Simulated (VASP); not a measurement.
# BiTe (R-3m) in VASP: notebook

Runs on BiTe. Level: PBEsol. Tasks: single point.

Program: VASP 6.6.1. These are calculated values, not measurements. Logs are shortened: lines on timing, memory, paths and dates and some standing lists are left out, and cuts for length are marked.

**1. The cell of the first run**

Symmetry: R-3m, No. 166, trigonal system. Conventional cell: a = 4.918 Å, b = 4.918 Å, c = 9.952 Å, α = 90.00°, β = 90.00°, γ = 120.00°. Bi (site symmetry -3m) has 6 Te at 3.29 Å and 6 Bi at 4.37 Å within 4.4 Å. Within 4.4 Å of Te (site symmetry -3m) lie 6 Bi at 3.29 Å and 6 Te at 4.37 Å.

**2. Single point, PBEsol (strain +0.015 along x and y, +0.000 along z)**

File INCAR:

```
PREC = Accurate
ENCUT = 520
EDIFF = 1E-6
ISMEAR = 0
SIGMA = 0.15
LREAL = F
LASPH = T
NELM = 80
ALGO = Normal
ISIF = 2
LWAVE = F
LCHARG = T
GGA = PS
LELF = T
LVHAR = T
NBANDS = 18
```

File KPOINTS:

```
regular mesh
0
Gamma
  12 12 12
```

File POSCAR:

```
BiTe
1.0
    2.4590483894      1.4197322496      3.3172919545
   -2.4590483894      1.4197322496      3.3172919545
    0.0000000000     -2.8394644991      3.3172919545
Bi Te
1 1
Direct
    0.5000000000      0.5000000000      0.5000000000
    0.0000000000      0.0000000000      0.0000000000
```

Potentials or basis: VASP PAW PBE potentials, release 64 (Bi_d, Te).

The run is started by

```console
$ cat potpaw_PBE.64/Bi_d/POTCAR potpaw_PBE.64/Te/POTCAR > POTCAR
$ mpirun -np 1 vasp_std > vasp.out
```

OUTCAR:

```text
PREC = Accurate
   ENCUT = 520
   EDIFF = 1E-6
   ISMEAR = 0
   LREAL = F
   LASPH = T
   NELM = 80
   ISIF = 2
   GGA = PS

 ion  position               nearest neighbor table
   1  0.500  0.500  0.500-   2 3.29   2 3.29   2 3.29   2 3.29   2 3.29   2 3.29
   2  0.000  0.000  0.000-   1 3.29   1 3.29   1 3.29   1 3.29   1 3.29   1 3.29

  LATTYP: Found a trigonal (rhomboedric) cell.
 ALAT       =     4.3665758385
 COS(alpha) =     0.3657183741

  Lattice vectors:

 A1 = (   2.4590483894,   1.4197322496,   3.3172919545)
 A2 = (  -2.4590483894,   1.4197322496,   3.3172919545)
 A3 = (   0.0000000000,  -2.8394644991,   3.3172919545)

Analysis of symmetry for initial positions (statically):
=====================================================================
 Subroutine PRICEL returns:
 Original cell was already a primitive cell.

 Routine SETGRP: Setting up the symmetry group for a
 trigonal (rhombohedral) supercell.

 Subroutine GETGRP returns: Found 12 space group operations
 (whereof 12 operations were pure point group operations)
 out of a pool of 12 trial point group operations.

The static configuration has the point symmetry D_3d.

Analysis of symmetry for dynamics (positions and initial velocities):
=====================================================================
 Subroutine PRICEL returns:
 Original cell was already a primitive cell.

 Routine SETGRP: Setting up the symmetry group for a
 trigonal (rhombohedral) supercell.

 Subroutine GETGRP returns: Found 12 space group operations
 (whereof 12 operations were pure point group operations)
 out of a pool of 12 trial point group operations.

The dynamic configuration has the point symmetry D_3d.

 Subroutine INISYM returns: Found 12 space group operations
 (whereof 12 operations are pure point group operations),
 and found     1 'primitive' translations

----------------------------------------------------------------------------------------

                                     Primitive cell

  volume of cell :      69.4878

  direct lattice vectors                    reciprocal lattice vectors
     2.459048389  1.419732250  3.317291954     0.203330688  0.117393027  0.100483568
[... 80 lines left out ...]
   ISPIN  =      1    spin polarized calculation?
   LNONCOLLINEAR =      F non collinear calculations
   LSORBIT =      F    spin-orbit coupling
   LASPH  =      T    aspherical Exc in radial PAW
   ENCUT  =  520.0 eV  38.22 Ry    6.18 a.u.   8.12  8.12  8.12*2*pi/ulx,y,z
   NELM   =     80;   NELMIN=  2; NELMDL= -5     # of ELM steps
   EDIFF  = 0.1E-05   stopping-criterion for ELM
   LREAL  =      F    real-space projection
   EDIFFG = 0.1E-04   stopping-criterion for IOM
   NSW    =      0    number of steps for IOM
   IBRION =     -1    ionic relax: 0-MD 1-quasi-New 2-CG
   NFREE  =      0    steps in history (QN), initial steepest desc. (CG)
   ISIF   =      2    stress and relaxation
   ISYM   =      2    0-nonsym 1-usesym 2-fastsym
   POTIM  = 0.5000    time-step for ionic-motion
   TEBEG  =    0.0;   TEEND  =   0.0 temperature during run
   PSTRESS=    0.0 pullay stress
   NELECT =      21.0000    total number of electrons
   NUPDOWN=      -1.0000    fix difference up-down
   EMIN   =  10.00;   EMAX   =-10.00  energy-range for DOS
   EFERMI =   0.00;   METHOD = LEGACY
   ISMEAR =     0;   SIGMA  =   0.15  broadening in eV -4-tet -1-fermi 0-gaus
   EFERMI_NEDOS =   21; number of points for ismear=-14 and -15
   IALGO  =     38    algorithm
   IMIX   =      4    mixing-type and parameters
     AMIX     =   0.40;   BMIX     =  1.00
     AMIX_MAG =   1.60;   BMIX_MAG =  1.00
  volume/ion in A,a.u.               =      34.74       234.46
  Fermi-wavevector in a.u.,A,eV,Ry     =   1.098614  2.076079 16.421587  1.206953
  Thomas-Fermi vector in A             =   2.234994
   LORBIT       =      0    0 simple, 1 ext, 2 COOP (PROOUT), +10 PAW based schemes
   GGA     = PS    functional components
   LHFCALC =     F    Hartree Fock is set to
   AEXX    =    0.0000 exact exchange contribution
   IVDW    =     0    specifies the selected vdW correction
   LEPSILON=     F    determine dielectric tensor
   LRPA    =     F    only Hartree local field effects (RPA)
 non-spin polarized calculation
 Gauss-broadening in eV      SIGMA  =   0.15
  energy-cutoff  :      520.00
  volume of cell :       69.49
 maximum number of plane-waves:      1886
   NGX = 17   NGY = 17   NGZ = 17

 number of electron      20.9999994 magnetization

 Free energy of the ion-electron system (eV)
  ---------------------------------------------------
  ext. energy  EPLUGINS =         0.00000000
  ---------------------------------------------------
  free energy    TOTEN  =        -7.94577289 eV

  energy without entropy =       -7.93109762  energy(sigma->0) =       -7.93843526

 E-fermi :   6.1340     XC(G=0):  -9.5043

 val. band max:        6.1082382485   @ k =   0.2500   0.1667   0.1667
 cond. band min:       6.1376571696   @ k =  -0.4167   0.1667   0.0000
 fundamental gap:      0.0294189211
 Fermi energy:         6.1339635070

 k-point     1 :       0.0000    0.0000    0.0000
  band No.  band energies     occupation
      1     -16.9782      2.00000
      2     -16.9782      2.00000
      3     -16.9673      2.00000
      4     -16.9673      2.00000
      5     -16.9543      2.00000
      6      -7.1293      2.00000
[... 481 lines left out ...]
      5     -16.9511      2.00000
      6      -5.3110      2.00000
[... 10 lines left out ...]
     17      15.0295      0.00000
     18      15.8873      0.00000

 [... further k-points ...]

------------------------ aborting loop because EDIFF is reached ----------------------------------------

  FORCE on cell =-STRESS in cart. coord.  units (eV):
  Direction    XX          YY          ZZ          XY          YZ          ZX
  --------------------------------------------------------------------------------------
  -------------------------------------------------------------------------------------
  Total       -1.8248906     -1.8248906     -1.3915543      0.0000000     -0.0000000      0.0000000
  in kB      -42.0764367    -42.0764367    -32.0850174      0.0000000     -0.0000000      0.0000000
  external PRESSURE =     -38.7459636 kB  Pullay stress =       0.0000000 kB

 VOLUME and BASIS-vectors are now :
 -----------------------------------------------------------------------------
  energy-cutoff  :      520.00
  volume of cell :       69.49
      direct lattice vectors                 reciprocal lattice vectors
     2.459048389  1.419732250  3.317291954     0.203330688  0.117393027  0.100483568
    -2.459048389  1.419732250  3.317291954    -0.203330688  0.117393027  0.100483568
     0.000000000 -2.839464499  3.317291954     0.000000000 -0.234786055  0.100483568

 POSITION                                       TOTAL-FORCE (eV/Angst)
 -----------------------------------------------------------------------------------
      0.00000      0.00000      4.97594        -0.000000      0.000000      0.000000
      0.00000      0.00000      0.00000         0.000000     -0.000000     -0.000000
 -----------------------------------------------------------------------------------
    total drift:                               -0.000000      0.000000     -0.000000

  FREE ENERGIE OF THE ION-ELECTRON SYSTEM (eV)
  ---------------------------------------------------
  free  energy   TOTEN  =        -7.9457728923 eV

  energy  without entropy=       -7.9310976215  energy(sigma->0) =       -7.93843526
```

stdout:

```text
POSCAR found type information on POSCAR BiTe
 POSCAR found :  2 types and       2 ions
 scaLAPACK will be used
 -----------------------------------------------------------------------------
|                                                                             |
|                                                                             |
|     You enforced a specific xc type in the INCAR file but a different       |
|     I HOPE YOU KNOW WHAT YOU ARE DOING!                                     |
|                                                                             |
 -----------------------------------------------------------------------------

 LDA part: xc-table for (Slater+PW92), standard interpolation
 POSCAR, INCAR and KPOINTS ok, starting setup
 FFT: planning ... GRIDC
 FFT: planning ... GRID_SOFT
 FFT: planning ... GRID
 WAVECAR not read
 entering main loop
```

It took 80 s on 1 thread of AMD EPYC 9R45 (Zen 5), shared host; peak memory 0.33 GiB.

Results:

```
Free energy            : -7.9458 eV
Pressure               : -3.9 GPa
Band gap on the k mesh : zero (an odd number of electrons rules out a gap without spin polarisation)
```

Caveat: the cell differs from its parent crystal (strain +0.015 along x and y, +0.000 along z); the cell stands under tension; the PAW data sets were made with another functional, which shifts forces and pressure a little; spin-orbit coupling is left out, which moves the levels of the heavy elements.

**3. Single point, PBEsol (strain +0.030 along x and y, -0.015 along z)**

File INCAR:

```
SYSTEM = BiTe
  ALGO = Normal
  EDIFF = 1E-6
  ENCUT = 520
  GGA = PS
  ISIF = 2
  ISMEAR = 0
  LASPH = .TRUE.
  LCHARG = .FALSE.
  LREAL = .FALSE.
  LWAVE = .FALSE.
  NBANDS = 18
  NELM = 100
  PREC = Accurate
  SIGMA = 0.15
```

File KPOINTS:

```
k-points
0
G
  12 12 12
  0 0 0
```

File POSCAR:

```
BiTe
1.0
    2.4953890060      1.4407135143      3.2675325752
   -2.4953890060      1.4407135143      3.2675325752
    0.0000000000     -2.8814270287      3.2675325752
Bi Te
1 1
Direct
    0.5000000000      0.5000000000      0.5000000000
    0.0000000000      0.0000000000      0.0000000000
```

Potentials or basis: VASP PAW PBE potentials, release 64 (Bi_d, Te).

The run is started by

```console
$ cat potpaw_PBE.64/Bi_d/POTCAR potpaw_PBE.64/Te/POTCAR > POTCAR
$ mpirun -np 1 vasp_std > vasp.out
```

Run time: 80 s. Hardware: 1 thread of AMD EPYC 9R45 (Zen 5), shared host; peak memory 0.33 GiB.

The run converged. Its results:

```yaml
Free_energy: -7.9071 eV
Pressure: -4.6 GPa
Band_gap_on_the_k_mesh: zero (an odd number of electrons rules out a gap without spin polarisation)
```

Stress tensor (GPa, compression positive):
```
-5.27  0.00  0.00
 0.00 -5.27  0.00
 0.00  0.00 -3.38
```

Levels at points of the mesh, in eV from the Fermi level:
```tsv
k point	band 7	band 8	band 9	band 10	band 11	band 12	band 13	band 14
(0.00, 0.00, 0.00)	-8.46	-2.77	-2.77	-1.32	1.79	2.54	2.54	4.04
(0.50, 0.00, 0.00)	-11.19	-1.76	-1.67	-0.97	-0.83	-0.47	0.53	6.55
(0.50, 0.50, 0.00)	-9.94	-5.24	-4.30	-2.86	2.64	2.74	3.36	4.15
(0.50, 0.50, 0.50)	-10.74	-2.26	-2.26	-2.25	-1.62	-1.26	-1.26	8.01
```

Caveat: the cell differs from its parent crystal (strain +0.030 along x and y, -0.015 along z); the cell stands under tension; the PAW data sets were made with another functional, which shifts forces and pressure a little; spin-orbit coupling is left out, which moves the levels of the heavy elements.

(Part 1 of 2 ends here.)

The gap in the log of VASP goes by the Fermi energy; the results here count the filled bands.